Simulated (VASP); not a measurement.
# InP (Fm-3m) in VASP: further runs

The runs below take InP through single point, with PBEsol.

Everything below comes from runs of VASP 6.6.1. Logs are shortened: lines on timing, memory, paths and dates and some standing lists are left out, and cuts for length are marked.

### 1 The cell of the first run

Symmetry: Fm-3m, No. 225, cubic system. The conventional cell has a = 5.710 Å, b = 5.710 Å, c = 5.710 Å, α = 90.00°, β = 90.00°, γ = 90.00°. In (site symmetry m-3m) has 6 P at 2.85 Å within 3.8 Å. P (site symmetry m-3m) has 6 In at 2.85 to 2.86 Å within 3.8 Å.

### 2 Single point, PBEsol

Input file INCAR:

```
SYSTEM = InP
  PREC = Accurate
  ENCUT = 520
  EDIFF = 1E-6
  ISMEAR = 0
  SIGMA = 0.1
  LREAL = Auto
  LASPH = .TRUE.
  NELM = 80
  ALGO = Normal
  ISIF = 2
  LWAVE = .FALSE.
  LCHARG = .FALSE.
  GGA = PS
  NBANDS = 86
  ISYM = 0
```

Input file KPOINTS:

```
Automatic mesh
0
Gamma
  2 2 2
  0.5 0.5 0.5
```

Input file POSCAR:

```
InP
1.0
    0.0000000000      5.7100000000     -5.7100000000
   -5.7100000000      0.0000000000     -5.7100000000
   -5.7100000000      5.7100000000      0.0000000000
In P
8 8
Direct
    0.5000000000      0.5000000000      0.0000000000
    0.0000000000      0.5000000000      0.0000000000
    0.5000000000      0.0000000000      0.0000000000
    0.0000000000      0.0000000000      0.0000000000
    0.5000000000      0.5000000000      0.5000000000
    0.0000000000      0.5000000000      0.5000000000
    0.5000000000      0.0000000000      0.5000000000
    0.0000000000      0.0000000000      0.5000000000
    0.7500000000      0.7500000000      0.2500000000
    0.2500000000      0.7500000000      0.2500000000
    0.7500000000      0.2500000000      0.2500000000
    0.2500000000      0.2500000000      0.2500000000
    0.7500000000      0.7500000000      0.7500000000
    0.2500000000      0.7500000000      0.7500000000
    0.7500000000      0.2500000000      0.7500000000
    0.2500000000      0.2500000000      0.7500000000
```

Potentials or basis: VASP PAW PBE potentials, release 64 (In_d, P).

The run is started by

```bash
$ cat potpaw_PBE.64/In_d/POTCAR potpaw_PBE.64/P/POTCAR > POTCAR
$ mpirun -np 1 vasp_std > vasp.out
```

OUTCAR:

```text
SYSTEM = InP
   PREC = Accurate
   ENCUT = 520
   EDIFF = 1E-6
   ISMEAR = 0
   LREAL = Auto
   LASPH = .TRUE.
   NELM = 80
   ISIF = 2
   GGA = PS
   ISYM = 0

 ion  position               nearest neighbor table
   1  0.500  0.500  0.000-  10 2.85  11 2.85  12 2.85  13 2.85  14 2.85  15 2.85
   2  0.000  0.500  0.000-   9 2.85  11 2.85  12 2.85  13 2.85  14 2.85  16 2.85
   3  0.500  0.000  0.000-   9 2.85  10 2.85  12 2.85  13 2.85  15 2.85  16 2.85
   4  0.000  0.000  0.000-   9 2.85  10 2.85  11 2.85  14 2.85  15 2.85  16 2.85
   5  0.500  0.500  0.500-   9 2.85  10 2.85  11 2.85  14 2.85  15 2.85  16 2.85
   6  0.000  0.500  0.500-   9 2.85  10 2.85  12 2.85  13 2.85  15 2.85  16 2.85
[... 8 lines left out ...]
  15  0.750  0.250  0.750-   1 2.85   3 2.85   4 2.85   5 2.85   6 2.85   8 2.85
  16  0.250  0.250  0.750-   2 2.85   3 2.85   4 2.85   5 2.85   6 2.85   7 2.85

IMPORTANT INFORMATION: All symmetrisations will be switched off!
NOSYMM: (Re-)initialisation of all symmetry stuff for point group C_1.

----------------------------------------------------------------------------------------

                                     Primitive cell

  volume of cell :     372.3388

  direct lattice vectors                    reciprocal lattice vectors
     0.000000000  5.710000000 -5.710000000     0.087565674  0.087565674 -0.087565674
    -5.710000000  0.000000000 -5.710000000    -0.087565674 -0.087565674 -0.087565674
    -5.710000000  5.710000000  0.000000000    -0.087565674  0.087565674  0.087565674

  length of vectors
     8.075159441  8.075159441  8.075159441     0.151668197  0.151668197  0.151668197

  position of ions in fractional coordinates (direct lattice)
     0.500000000  0.500000000  0.000000000
     0.000000000  0.500000000  0.000000000
     0.500000000  0.000000000  0.000000000
     0.000000000  0.000000000  0.000000000
     0.500000000  0.500000000  0.500000000
     0.000000000  0.500000000  0.500000000
[... 8 lines left out ...]
     0.750000000  0.250000000  0.750000000
     0.250000000  0.250000000  0.750000000

  ion indices of the primitive-cell ions
   primitive index   ion index
                 1           1
                 2           2
                 3           3
                 4           4
                 5           5
                 6           6
[... 8 lines left out ...]
                15          15
                16          16

----------------------------------------------------------------------------------------

 KPOINTS: Automatic mesh

Automatic generation of k-mesh.
 Grid dimensions read from file:
 generate k-points for:    2    2    2

 Generating k-lattice:

  Cartesian coordinates                     Fractional coordinates (reciprocal lattice)
     0.043782837  0.043782837 -0.043782837     0.500000000  0.000000000  0.000000000
    -0.043782837 -0.043782837 -0.043782837     0.000000000  0.500000000  0.000000000
    -0.043782837  0.043782837  0.043782837     0.000000000  0.000000000  0.500000000

  Length of vectors
     0.075834098  0.075834098  0.075834098

  Shift w.r.t. Gamma in fractional coordinates (k-lattice)
     0.500000000  0.500000000  0.500000000

 Subroutine IBZKPT returns following result:
 ===========================================

 Found     16 irreducible k-points:

 Following reciprocal coordinates:
            Coordinates               Weight
  0.250000  0.250000  0.250000      2.000000
  0.250000  0.000000  0.000000      2.000000
  0.000000  0.000000 -0.250000      2.000000
  0.000000  0.250000  0.000000      2.000000
 -0.250000  0.250000  0.250000      2.000000
  0.250000 -0.250000  0.250000      2.000000
[... 8 lines left out ...]
  0.000000  0.250000  0.500000      2.000000
  0.500000  0.250000  0.000000      2.000000
   k-points           NKPTS =     16   k-points in BZ     NKDIM =     16   number of bands    NBANDS=     86
   number of dos      NEDOS =    301   number of ions     NIONS =     16
   total plane-waves  NPLWV = 216000
   dimension x,y,z NGX =    60 NGY =   60 NGZ =   60
   dimension x,y,z NGXF=   120 NGYF=  120 NGZF=  120
   ions per type =               8   8
   NGX,Y,Z   is equivalent  to a cutoff of  12.35, 12.35, 12.35 a.u.
   NGXF,Y,Z  is equivalent  to a cutoff of  24.70, 24.70, 24.70 a.u.
 SYSTEM =  InP
   PREC   = accura    normal or accurate (medium, high low for compatibility)
   ISTART =      0    job   : 0-new  1-cont  2-samecut
   ICHARG =      2    charge: 1-file 2-atom 10-const
   ISPIN  =      1    spin polarized calculation?
   LNONCOLLINEAR =      F non collinear calculations
   LSORBIT =      F    spin-orbit coupling
   LASPH  =      T    aspherical Exc in radial PAW
   ENCUT  =  520.0 eV  38.22 Ry    6.18 a.u.  15.01 15.01 15.01*2*pi/ulx,y,z
   NELM   =     80;   NELMIN=  2; NELMDL= -5     # of ELM steps
   EDIFF  = 0.1E-05   stopping-criterion for ELM
   LREAL  =      T    real-space projection
   EDIFFG = 0.1E-04   stopping-criterion for IOM
   NSW    =      0    number of steps for IOM
   IBRION =     -1    ionic relax: 0-MD 1-quasi-New 2-CG
   NFREE  =      0    steps in history (QN), initial steepest desc. (CG)
   ISIF   =      2    stress and relaxation
   ISYM   =      0    0-nonsym 1-usesym 2-fastsym
   POTIM  = 0.5000    time-step for ionic-motion
   TEBEG  =    0.0;   TEEND  =   0.0 temperature during run
   PSTRESS=    0.0 pullay stress
   NELECT =     144.0000    total number of electrons
   NUPDOWN=      -1.0000    fix difference up-down
   EMIN   =  10.00;   EMAX   =-10.00  energy-range for DOS
   EFERMI =   0.00;   METHOD = LEGACY
   ISMEAR =     0;   SIGMA  =   0.10  broadening in eV -4-tet -1-fermi 0-gaus
   EFERMI_NEDOS =   21; number of points for ismear=-14 and -15
   IALGO  =     38    algorithm
   IMIX   =      4    mixing-type and parameters
     AMIX     =   0.40;   BMIX     =  1.00
     AMIX_MAG =   1.60;   BMIX_MAG =  1.00
  volume/ion in A,a.u.               =      23.27       157.04
  Fermi-wavevector in a.u.,A,eV,Ry     =   1.192750  2.253971 19.356375  1.422653
  Thomas-Fermi vector in A             =   2.328781
   LORBIT       =      0    0 simple, 1 ext, 2 COOP (PROOUT), +10 PAW based schemes
   GGA     = PS    functional components
   LHFCALC =     F    Hartree Fock is set to
   AEXX    =    0.0000 exact exchange contribution
   IVDW    =     0    specifies the selected vdW correction
   LEPSILON=     F    determine dielectric tensor
   LRPA    =     F    only Hartree local field effects (RPA)
 non-spin polarized calculation
 Gauss-broadening in eV      SIGMA  =   0.10
  energy-cutoff  :      520.00
  volume of cell :      372.34
 maximum number of plane-waves:     10036
   NGX = 29   NGY = 29   NGZ = 29

 number of electron     143.9999941 magnetization

 Free energy of the ion-electron system (eV)
  ---------------------------------------------------
  ext. energy  EPLUGINS =         0.00000000
  ---------------------------------------------------
  free energy    TOTEN  =       -69.30254424 eV

  energy without entropy =      -69.23648889  energy(sigma->0) =      -69.26951656

 E-fermi :   5.9049     XC(G=0): -10.1375

 val. band max:        5.8991485324   @ k =   0.2500   0.0000   0.0000
 cond. band min:       5.9397602716   @ k =   0.0000   0.2500   0.5000
 fundamental gap:      0.0406117393
 Fermi energy:         5.9048767561

 k-point     1 :       0.2500    0.2500    0.2500
  band No.  band energies     occupation
      1      -8.3793      2.00000
      2      -8.3793      2.00000
      3      -8.3793      2.00000
      4      -8.2498      2.00000
      5      -8.2498      2.00000
      6      -8.2498      2.00000
[... 76 lines left out ...]
     83       9.4207      0.00000
     84       9.6232      0.00000

 k-point     2 :       0.2500    0.0000    0.0000
  band No.  band energies     occupation
      1      -8.3793      2.00000
      2      -8.3793      2.00000
      3      -8.3793      2.00000
      4      -8.2498      2.00000
      5      -8.2498      2.00000
      6      -8.2498      2.00000
[... 1207 lines left out ...]
     83       9.7114      0.00000
     84       9.8555      0.00000

 k-point    16 :       0.5000    0.2500    0.0000
  band No.  band energies     occupation
      1      -8.3364      2.00000
      2      -8.3364      2.00000
      3      -8.3065      2.00000
      4      -8.2907      2.00000
      5      -8.2760      2.00000
      6      -8.2760      2.00000
[... 76 lines left out ...]
     83       9.7114      0.00000
     84       9.8555      0.00000
 [bands above 84 left out]

------------------------ aborting loop because EDIFF is reached ----------------------------------------

  FORCE on cell =-STRESS in cart. coord.  units (eV):
  Direction    XX          YY          ZZ          XY          YZ          ZX
  --------------------------------------------------------------------------------------
  -------------------------------------------------------------------------------------
  Total      -19.5566428    -19.5566587    -19.5566621      0.0000031     -0.0000085      0.0000104
  in kB      -84.1524115    -84.1524797    -84.1524945      0.0000132     -0.0000368      0.0000446
  external PRESSURE =     -84.1524619 kB  Pullay stress =       0.0000000 kB

 VOLUME and BASIS-vectors are now :
 -----------------------------------------------------------------------------
  energy-cutoff  :      520.00
  volume of cell :      372.34
      direct lattice vectors                 reciprocal lattice vectors
     0.000000000  5.710000000 -5.710000000     0.087565674  0.087565674 -0.087565674
    -5.710000000  0.000000000 -5.710000000    -0.087565674 -0.087565674 -0.087565674
    -5.710000000  5.710000000  0.000000000    -0.087565674  0.087565674  0.087565674

 POSITION                                       TOTAL-FORCE (eV/Angst)
 -----------------------------------------------------------------------------------
     -2.85500      2.85500     -5.71000         0.000000     -0.000000      0.000003
     -2.85500      0.00000     -2.85500         0.000000      0.000001     -0.000001
      0.00000      2.85500     -2.85500        -0.000001      0.000002      0.000001
      0.00000      0.00000      0.00000         0.000001      0.000000      0.000003
     -5.71000      5.71000     -5.71000         0.000002      0.000001     -0.000000
     -5.71000      2.85500     -2.85500        -0.000000     -0.000002     -0.000001
[... 8 lines left out ...]
     -5.71000      8.56500     -5.71000        -0.000001     -0.000005     -0.000004
     -5.71000      5.71000     -2.85500         0.000002     -0.000004     -0.000006
 -----------------------------------------------------------------------------------
    total drift:                               -0.000006     -0.000003      0.000002

  FREE ENERGIE OF THE ION-ELECTRON SYSTEM (eV)
  ---------------------------------------------------
  free  energy   TOTEN  =       -69.3025442352 eV

  energy  without entropy=      -69.2364888861  energy(sigma->0) =      -69.26951656
```

It took 19 min on 1 thread of AMD EPYC 7R43 (Zen 3), shared host; peak memory 0.6 GiB.

What came out:

* Free energy: -69.3025 eV
* Pressure: -8.4 GPa
* Band gap on the k mesh: zero (bands 72 and 73 overlap by 0.28 eV)

Caveat: the k points lie up to 0.48 Å⁻¹ apart; semilocal functionals underestimate gaps, so a narrow gap can read as zero; the PAW data sets were made with another functional, which shifts forces and pressure a little; spin-orbit coupling is left out, which moves the levels of the heavy elements.

(Part 1 of 2 ends here.)
